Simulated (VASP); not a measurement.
# Y2WC6 (Fm-3m) in VASP: a series of runs

Runs on Y2WC6. Level: PBE. Tasks: single point, relaxation of cell and atoms.

Program: VASP 6.6.1. These are calculated values, not measurements. Logs are shortened: lines on timing, memory, paths and dates and some standing lists are left out, and cuts for length are marked.

## (1) The cell of the first run

The structure is cubic, space group Fm-3m (No. 225). The conventional cell has a = 7.873 Å, b = 7.873 Å, c = 7.873 Å, α = 90.00°, β = 90.00°, γ = 90.00°. Y (site symmetry -43m) has 6 C at 1.97 Å within 2.6 Å. W (site symmetry m-3m) has 12 C at 2.78 Å and 8 Y at 3.41 Å within 3.7 Å. Within 2.6 Å of C (site symmetry mmm) lie 2 Y at 1.97 Å.

The cell was generated, and may not be a known phase.

## (2) Single point, PBE

INCAR

```
SYSTEM = Y2WC6
PREC = Accurate
ENCUT = 520
EDIFF = 1E-7
ISMEAR = 0
SIGMA = 0.1
LREAL = .False.
LASPH = .True.
NELM = 60
ALGO = Normal
ISIF = 2
LWAVE = .False.
LCHARG = .True.
GGA = PE
LELF = .True.
LVHAR = .True.
NBANDS = 40
```

KPOINTS

```
Automatic mesh
0
Gamma
  4 4 4
  0 0 0
```

POSCAR

```
Y2WC6
1.0
    0.0000000000      3.9363614100      3.9363614100
    3.9363614100      0.0000000000      3.9363614100
    3.9363614100      3.9363614100      0.0000000000
Y W C
2 1 6
Direct
    0.2500000000      0.2500000000      0.2500000000
    0.7500000000      0.7500000000      0.7500000000
    0.5000000000      0.5000000000      0.5000000000
    0.5000000000      0.0000000000      0.0000000000
    0.0000000000      0.5000000000      0.5000000000
    0.0000000000      0.5000000000      0.0000000000
    0.5000000000      0.0000000000      0.5000000000
    0.0000000000      0.0000000000      0.5000000000
    0.5000000000      0.5000000000      0.0000000000
```

Potentials or basis: VASP PAW PBE potentials, release 64 (Y_sv, W_sv, C).

Started as:

```
> cat potpaw_PBE.64/Y_sv/POTCAR potpaw_PBE.64/W_sv/POTCAR potpaw_PBE.64/C/POTCAR > POTCAR
> mpirun -np 1 vasp_std > vasp.out
```

OUTCAR:

```text
SYSTEM = Y2WC6
   PREC = Accurate
   ENCUT = 520
   EDIFF = 1E-7
   ISMEAR = 0
   LREAL = .False.
   LASPH = .True.
   NELM = 60
   ISIF = 2
   GGA = PE

 ion  position               nearest neighbor table
   1  0.250  0.250  0.250-   4 1.97   5 1.97   6 1.97   7 1.97   8 1.97   9 1.97   3 3.41   3 3.41
                             3 3.41   3 3.41   2 3.94   2 3.94   2 3.94   2 3.94   2 3.94   2 3.94
   2  0.750  0.750  0.750-   4 1.97   5 1.97   6 1.97   7 1.97   8 1.97   9 1.97   3 3.41   3 3.41
                             3 3.41   3 3.41   1 3.94   1 3.94   1 3.94   1 3.94   1 3.94   1 3.94
   3  0.500  0.500  0.500-   1 3.41   1 3.41   1 3.41   1 3.41   2 3.41   2 3.41   2 3.41   2 3.41

   4  0.500  0.000  0.000-   1 1.97   2 1.97
   5  0.000  0.500  0.500-   1 1.97   2 1.97
   6  0.000  0.500  0.000-   1 1.97   2 1.97
   7  0.500  0.000  0.500-   1 1.97   2 1.97
   8  0.000  0.000  0.500-   1 1.97   2 1.97
   9  0.500  0.500  0.000-   1 1.97   2 1.97

  LATTYP: Found a face centered cubic cell.
 ALAT       =     7.8727228200

  Lattice vectors:

 A1 = (   0.0000000000,   3.9363614100,   3.9363614100)
 A2 = (   3.9363614100,   0.0000000000,   3.9363614100)
 A3 = (   3.9363614100,   3.9363614100,   0.0000000000)

Analysis of symmetry for initial positions (statically):
=====================================================================
 Subroutine PRICEL returns:
 Original cell was already a primitive cell.

 Routine SETGRP: Setting up the symmetry group for a
 face centered cubic supercell.

 Subroutine GETGRP returns: Found 48 space group operations
 (whereof 48 operations were pure point group operations)
 out of a pool of 48 trial point group operations.

The static configuration has the point symmetry O_h .

Analysis of symmetry for dynamics (positions and initial velocities):
=====================================================================
 Subroutine PRICEL returns:
 Original cell was already a primitive cell.

 Routine SETGRP: Setting up the symmetry group for a
 face centered cubic supercell.

 Subroutine GETGRP returns: Found 48 space group operations
 (whereof 48 operations were pure point group operations)
 out of a pool of 48 trial point group operations.

The dynamic configuration has the point symmetry O_h .

[... 99 lines left out ...]
   IBRION =     -1    ionic relax: 0-MD 1-quasi-New 2-CG
   NFREE  =      0    steps in history (QN), initial steepest desc. (CG)
   ISIF   =      2    stress and relaxation
   ISYM   =      2    0-nonsym 1-usesym 2-fastsym
   POTIM  = 0.5000    time-step for ionic-motion
   TEBEG  =    0.0;   TEEND  =   0.0 temperature during run
   PSTRESS=    0.0 pullay stress
   NELECT =      60.0000    total number of electrons
   NUPDOWN=      -1.0000    fix difference up-down
   EMIN   =  10.00;   EMAX   =-10.00  energy-range for DOS
   EFERMI =   0.00;   METHOD = LEGACY
   ISMEAR =     0;   SIGMA  =   0.10  broadening in eV -4-tet -1-fermi 0-gaus
   EFERMI_NEDOS =   21; number of points for ismear=-14 and -15
   IALGO  =     38    algorithm
   IMIX   =      4    mixing-type and parameters
     AMIX     =   0.40;   BMIX     =  1.00
     AMIX_MAG =   1.60;   BMIX_MAG =  1.00
  volume/ion in A,a.u.               =      13.55        91.47
  Fermi-wavevector in a.u.,A,eV,Ry     =   1.292271  2.442038 22.721246  1.669964
  Thomas-Fermi vector in A             =   2.423989
   LORBIT       =      0    0 simple, 1 ext, 2 COOP (PROOUT), +10 PAW based schemes
   GGA     = PE    functional components
   LHFCALC =     F    Hartree Fock is set to
   AEXX    =    0.0000 exact exchange contribution
   IVDW    =     0    specifies the selected vdW correction
   LEPSILON=     F    determine dielectric tensor
   LRPA    =     F    only Hartree local field effects (RPA)
 non-spin polarized calculation
 Gauss-broadening in eV      SIGMA  =   0.10
  energy-cutoff  :      520.00
  volume of cell :      121.99
 maximum number of plane-waves:      3327
 NGX is ok and might be reduce to    42
   NGX = 21   NGY = 21   NGZ = 21

 number of electron      59.9999997 magnetization

 Free energy of the ion-electron system (eV)
  ---------------------------------------------------
  ext. energy  EPLUGINS =         0.00000000
  ---------------------------------------------------
  free energy    TOTEN  =       -47.10701735 eV

  energy without entropy =      -47.05429597  energy(sigma->0) =      -47.08065666

 E-fermi :   3.8761     XC(G=0): -10.8095

 val. band max:        3.7946035923   @ k =  -0.2500   0.2500   0.0000
 cond. band min:       3.8866846028   @ k =   0.0000   0.0000   0.0000
 fundamental gap:      0.0920810105
 Fermi energy:         3.8760788510

 k-point     1 :       0.0000    0.0000    0.0000
  band No.  band energies     occupation
      1     -71.6749      2.00000
      2     -35.9717      2.00000
      3     -35.9448      2.00000
      4     -35.6841      2.00000
      5     -35.6841      2.00000
      6     -35.6841      2.00000
[... 333 lines left out ...]
     39       6.5266      0.00000
     40       7.0034      0.00000

------------------------ aborting loop because EDIFF is reached ----------------------------------------

  FORCE on cell =-STRESS in cart. coord.  units (eV):
  Direction    XX          YY          ZZ          XY          YZ          ZX
  --------------------------------------------------------------------------------------
  -------------------------------------------------------------------------------------
  Total       22.1427700     22.1427700     22.1427700      0.0000000     -0.0000000     -0.0000000
  in kB      290.8222561    290.8222561    290.8222561      0.0000000     -0.0000000     -0.0000000
  external PRESSURE =     290.8222561 kB  Pullay stress =       0.0000000 kB

 VOLUME and BASIS-vectors are now :
 -----------------------------------------------------------------------------
  energy-cutoff  :      520.00
  volume of cell :      121.99
      direct lattice vectors                 reciprocal lattice vectors
     0.000000000  3.936361410  3.936361410    -0.127020857  0.127020857  0.127020857
     3.936361410  0.000000000  3.936361410     0.127020857 -0.127020857  0.127020857
     3.936361410  3.936361410  0.000000000     0.127020857  0.127020857 -0.127020857

 POSITION                                       TOTAL-FORCE (eV/Angst)
 -----------------------------------------------------------------------------------
      1.96818      1.96818      1.96818        -0.000000      0.000000      0.000000
      5.90454      5.90454      5.90454        -0.000000      0.000000     -0.000000
      3.93636      3.93636      3.93636         0.000000     -0.000000     -0.000000
      0.00000      1.96818      1.96818         0.000000     -0.000000     -0.000000
      3.93636      1.96818      1.96818         0.000000     -0.000000     -0.000000
      1.96818      0.00000      1.96818         0.000000     -0.000000     -0.000000
      1.96818      3.93636      1.96818         0.000000     -0.000000     -0.000000
      1.96818      1.96818      0.00000         0.000000     -0.000000     -0.000000
      1.96818      1.96818      3.93636         0.000000     -0.000000     -0.000000
 -----------------------------------------------------------------------------------
    total drift:                               -0.000000     -0.000000     -0.000000

  FREE ENERGIE OF THE ION-ELECTRON SYSTEM (eV)
  ---------------------------------------------------
  free  energy   TOTEN  =       -47.1070173461 eV

  energy  without entropy=      -47.0542959723  energy(sigma->0) =      -47.08065666
```

stdout:

```text
POSCAR found type information on POSCAR Y W C
 POSCAR found :  3 types and       9 ions
 scaLAPACK will be used
 LDA part: xc-table for (Slater+PW92), standard interpolation
 POSCAR, INCAR and KPOINTS ok, starting setup
 FFT: planning ... GRIDC
 FFT: planning ... GRID_SOFT
 FFT: planning ... GRID
 WAVECAR not read
 entering main loop
```

It took 55 s on 1 thread of Intel Xeon 6975P-C (Granite Rapids), shared host; peak memory 0.28 GiB.

What came out:

- Free energy: -47.1070 eV
- Pressure: 29.1 GPa
- Band gap on the k mesh: zero (bands 30 and 31 overlap by 0.68 eV)

Caveat: the cell stands under pressure; spin-orbit coupling is left out, which moves the levels of the heavy elements.

## (3) Single point, PBE

This run uses another cell than the first one, of 18.31 Å³/atom.

INCAR

```
ALGO = Normal ; EDIFF = 1E-6
ENCUT = 520 ; GGA = PE
ISIF = 2 ; ISMEAR = 0
LASPH = True ; LCHARG = True
LELF = True ; LREAL = False
LVHAR = True ; LWAVE = False
NBANDS = 40 ; NELM = 60
PREC = Accurate ; SIGMA = 0.1
```

KPOINTS

```
k-points
0
Gamma
  4 4 4
```

POSCAR: that of step 2 with these lines changed.

```diff
@@ -2,5 +2,5 @@
 1.0
-    0.0000000000      3.9363614100      3.9363614100
-    3.9363614100      0.0000000000      3.9363614100
-    3.9363614100      3.9363614100      0.0000000000
+    0.0000000000      4.3511746353      4.3511746353
+    4.3511746353      0.0000000000      4.3511746353
+    4.3511746353      4.3511746353      0.0000000000
 Y W C
```

Potentials or basis: VASP PAW PBE potentials, release 64 (Y_sv, W_sv, C).

Started as:

```
> cat potpaw_PBE.64/Y_sv/POTCAR potpaw_PBE.64/W_sv/POTCAR potpaw_PBE.64/C/POTCAR > POTCAR
> mpirun -np 1 vasp_std > vasp.out
```

OUTCAR:

```text
EDIFF = 1E-6
   ENCUT = 520
   GGA = PE
   ISIF = 2
   ISMEAR = 0
   LASPH = True
   LREAL = False
   NELM = 60
   PREC = Accurate

 ion  position               nearest neighbor table
   1  0.250  0.250  0.250-   4 2.18   5 2.18   6 2.18   7 2.18   8 2.18   9 2.18   3 3.77   3 3.77
                             3 3.77   3 3.77   2 4.35   2 4.35   2 4.35   2 4.35   2 4.35   2 4.35
   2  0.750  0.750  0.750-   4 2.18   5 2.18   6 2.18   7 2.18   8 2.18   9 2.18   3 3.77   3 3.77
                             3 3.77   3 3.77   1 4.35   1 4.35   1 4.35   1 4.35   1 4.35   1 4.35
   3  0.500  0.500  0.500-   1 3.77   1 3.77   1 3.77   1 3.77   2 3.77   2 3.77   2 3.77   2 3.77

   4  0.500  0.000  0.000-   1 2.18   2 2.18
   5  0.000  0.500  0.500-   1 2.18   2 2.18
   6  0.000  0.500  0.000-   1 2.18   2 2.18
   7  0.500  0.000  0.500-   1 2.18   2 2.18
   8  0.000  0.000  0.500-   1 2.18   2 2.18
   9  0.500  0.500  0.000-   1 2.18   2 2.18

  LATTYP: Found a face centered cubic cell.
 ALAT       =     8.7023492706

  Lattice vectors:

 A1 = (   0.0000000000,   4.3511746353,   4.3511746353)
[... 183 lines left out ...]
  band No.  band energies     occupation
      1     -73.9015      2.00000
      2     -38.0088      2.00000
      3     -38.0018      2.00000
      4     -37.9057      2.00000
      5     -37.9057      2.00000
      6     -37.9057      2.00000
[... 333 lines left out ...]
     39       3.2313      0.00000
     40       3.6123      0.00000

------------------------ aborting loop because EDIFF is reached ----------------------------------------

  FORCE on cell =-STRESS in cart. coord.  units (eV):
  Direction    XX          YY          ZZ          XY          YZ          ZX
  --------------------------------------------------------------------------------------
  -------------------------------------------------------------------------------------
  Total        0.1707749      0.1707749      0.1707749     -0.0000000     -0.0000000     -0.0000000
  in kB        1.6606763      1.6606763      1.6606763     -0.0000000     -0.0000000     -0.0000000
  external PRESSURE =       1.6606763 kB  Pullay stress =       0.0000000 kB

 VOLUME and BASIS-vectors are now :
 -----------------------------------------------------------------------------
  energy-cutoff  :      520.00
  volume of cell :      164.76
      direct lattice vectors                 reciprocal lattice vectors
     0.000000000  4.351174635  4.351174635    -0.114911499  0.114911499  0.114911499
     4.351174635  0.000000000  4.351174635     0.114911499 -0.114911499  0.114911499
     4.351174635  4.351174635  0.000000000     0.114911499  0.114911499 -0.114911499

 POSITION                                       TOTAL-FORCE (eV/Angst)
 -----------------------------------------------------------------------------------
      2.17559      2.17559      2.17559         0.000000      0.000000     -0.000000
      6.52676      6.52676      6.52676        -0.000000     -0.000000      0.000000
      4.35117      4.35117      4.35117         0.000000      0.000000     -0.000000
      0.00000      2.17559      2.17559         0.000000      0.000000     -0.000000
      4.35117      2.17559      2.17559         0.000000      0.000000     -0.000000
      2.17559      0.00000      2.17559         0.000000      0.000000     -0.000000
      2.17559      4.35117      2.17559         0.000000      0.000000     -0.000000
      2.17559      2.17559      0.00000         0.000000      0.000000     -0.000000
      2.17559      2.17559      4.35117         0.000000      0.000000     -0.000000
 -----------------------------------------------------------------------------------
    total drift:                               -0.000000      0.000000      0.000000

  FREE ENERGIE OF THE ION-ELECTRON SYSTEM (eV)
  ---------------------------------------------------
  free  energy   TOTEN  =       -50.1505663465 eV

  energy  without entropy=      -50.1131889003  energy(sigma->0) =      -50.13187762
```

OSZICAR:

```text
N       E                     dE             d eps       ncg     rms          rms(c)
DAV:   1     0.397492201239E+03    0.39749E+03   -0.30687E+04   712   0.143E+03
DAV:   2    -0.256887555313E+02   -0.42318E+03   -0.40541E+03   736   0.353E+02
DAV:   3    -0.628066453406E+02   -0.37118E+02   -0.34939E+02  1120   0.800E+01
DAV:   4    -0.651000468505E+02   -0.22934E+01   -0.22716E+01   944   0.167E+01
[... 20 lines left out ...]
DAV:  25    -0.501506716364E+02    0.17655E-03   -0.29677E-04   744   0.641E-02    0.241E-01
DAV:  26    -0.501505798684E+02    0.91768E-04   -0.20208E-04   984   0.505E-02    0.971E-02
DAV:  27    -0.501505710788E+02    0.87896E-05   -0.30490E-05   896   0.205E-02    0.645E-02
DAV:  28    -0.501505670030E+02    0.40759E-05   -0.15536E-05   744   0.103E-02    0.134E-02
DAV:  29    -0.501505663465E+02    0.65649E-06   -0.19799E-06   488   0.525E-03
   1 F= -.50150566E+02 E0= -.50131878E+02  d E =-.373774E-01
```

Run time: 2 min. Hardware: 1 thread of Intel Xeon 6975P-C (Granite Rapids), shared host; peak memory 0.35 GiB.

Results:

- Free energy: -50.1506 eV
- Pressure: 0.2 GPa
- Band gap on the k mesh: zero (bands 30 and 31 overlap by 0.20 eV)

Caveat: spin-orbit coupling is left out, which moves the levels of the heavy elements.

## (4) Relaxation of cell and atoms, PBE

INCAR

```
SYSTEM = Y2WC6
ALGO     = Normal         ! electronic algorithm
EDIFF    = 1E-6           ! SCF threshold, eV
EDIFFG   = -0.04          ! ionic threshold
ENCUT    = 600            ! plane-wave cutoff, eV
GGA      = PE             ! functional
IBRION   = 2              ! ionic algorithm
ISIF     = 3              ! what is computed and relaxed
ISMEAR   = 0              ! smearing method
LASPH    = .True.         ! aspherical terms in the spheres
LCHARG   = .False.        ! write CHGCAR
LREAL    = .False.        ! projectors in reciprocal space
LWAVE    = .False.        ! write WAVECAR
NELM     = 100            ! most SCF steps
NSW      = 90             ! ionic steps
PREC     = Accurate       ! precision mode
SIGMA    = 0.1            ! smearing width, eV
```

KPOINTS

```
k-points
0
Gamma
  4 4 4
  0 0 0
```

POSCAR: that of step 3 with these lines changed.

```diff
@@ -2,5 +2,5 @@
 1.0
-    0.0000000000      4.3511746353      4.3511746353
-    4.3511746353      0.0000000000      4.3511746353
-    4.3511746353      4.3511746353      0.0000000000
+    0.0000000000      3.9363614100      3.9363614100
+    3.9363614100      0.0000000000      3.9363614100
+    3.9363614100      3.9363614100      0.0000000000
 Y W C
```

Started as:

```
> cat potpaw_PBE.64/Y_sv/POTCAR potpaw_PBE.64/W_sv/POTCAR potpaw_PBE.64/C/POTCAR > POTCAR
> mpirun -np 1 vasp_std > vasp.out
```

Run time: 4.2 min. Hardware: 1 thread of Intel Xeon 6975P-C (Granite Rapids), shared host; peak memory 0.38 GiB.

Results (log left out):

| Item | Value |
| --- | --- |
| Free energy | -50.1346 eV |
| Relaxed volume | 18.25 Å³/atom |
| Relaxed cell | a = 6.147 Å, b = 6.147 Å, c = 6.147 Å, α = 60.00°, β = 60.00°, γ = 60.00° |
| Space group after relaxing (to 0.1 Å) | Fm-3m (No. 225) |
| Energy gained by relaxing | 336.0 meV/atom |
| Ionic steps | 3 |
| Pressure after relaxing | 0.3 GPa |
| Band gap on the k mesh | zero (bands 30 and 31 overlap by 0.20 eV) |

The path:
| step | energy change (eV) | largest force (eV/Å) | pressure (GPa) | volume (Å³) |
| --- | --- | --- | --- | --- |
| 1 | 0.0000 | 0.0000 | 29.09 | 121.99 |
| 2 | -2.9947 | 0.0000 | -1.68 | 170.80 |
| 3 | -3.0240 | 0.0000 | 0.32 | 164.21 |

Final structure:
```
Y W C
1.0
     0.00000    4.34636    4.34636
     4.34636    0.00000    4.34636
     4.34636    4.34636    0.00000
Y W C
2 1 6
Direct
  0.25000 0.25000 0.25000
  0.75000 0.75000 0.75000
  0.50000 0.50000 0.50000
  0.50000 0.00000 0.00000
  0.00000 0.50000 0.50000
  0.00000 0.50000 0.00000
  0.50000 0.00000 0.50000
  0.00000 0.00000 0.50000
  0.50000 0.50000 0.00000
```

Levels at points of the mesh, in eV from the Fermi level:
```
           k point  band 28  band 29  band 30  band 31  band 32  band 33
(0.00, 0.00, 0.00)    -0.03    -0.03     0.01     0.01     0.01     0.72
(0.50, 0.00, 0.00)    -0.38    -0.13     0.06     0.25     0.25     0.36
(0.50, 0.50, 0.00)    -1.06    -0.10    -0.10    -0.09    -0.09     0.28
```

Caveat: the volume moved by over 15 % at a fixed basis, so the end points are rough; spin-orbit coupling is left out, which moves the levels of the heavy elements.

## (5) Summary

| task | cell | cutoff (eV) | gap on the mesh (eV) | pressure (GPa) |
| --- | --- | --- | --- | --- |
| single point | a = 5.567 Å, angles 60.0°, 9 atoms | 520 | none | 29.1 |
| single point | a = 6.153 Å, angles 60.0°, 9 atoms | 520 | none | 0.2 |
| relaxation of cell and atoms | relaxed from a = 5.567 Å, angles 60.0°, 9 atoms | 600 | none | 0.3 |

Alike in all rows: level PBE; potentials or basis VASP PAW PBE potentials, release 64 (Y_sv, W_sv, C); no spin polarisation; k mesh 4 × 4 × 4; smearing gaussian 0.1 eV.

Caveats: spin-orbit coupling is left out, which moves the levels of the heavy elements; the cell stands under pressure (at least some runs); the volume moved by over 15 % at a fixed basis, so the end points are rough (at least some runs).

Total energies depend on the potentials used, so only differences within one code and one set of settings carry meaning.

The gap in the log of VASP goes by the Fermi energy; the results here count the filled bands.